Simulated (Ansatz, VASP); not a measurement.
**Two plane-wave programs on Ti**

```
Ti
1.0
    -1.69023    1.69023    1.64100
     1.69023   -1.69023    1.64100
     1.69023    1.69023   -1.64100
Ti
1
Cartesian
  0.0000 0.0000 0.0000
```

Change from the starting cell: equal xx and yy strain of +3 %, PAW files.

Alike in both runs: task electric field gradients; functional PBEsol; k mesh 14 × 14 × 14; occupations fermi-dirac, width 0.05 eV; no spin polarisation.

```csv
,VASP,Ansatz
version,VASP 6.6.1,Ansatz 0.2.0
potentials or method,"VASP PAW PBE potentials, release 64 (Ti_sv)","PAW with Ansatz's default frozen-core files, scalar-relativistic"
plane-wave cutoff (eV),400,420
valence electrons in the cell,12,12
```

|  | VASP | Ansatz | Ansatz less VASP |
| --- | --- | --- | --- |
| pressure (GPa) | -12.1 | -11.4 | +0.69 |
| traceless stress, the component that is largest in VASP (GPa) | -0.58 | -0.59 | -0.006 |
| size of Vzz on the site where it differs most (V/Å²) | 0.2 | 0.1 | -0.04 |

VASP's potentials were made for PBE, not for PBEsol.
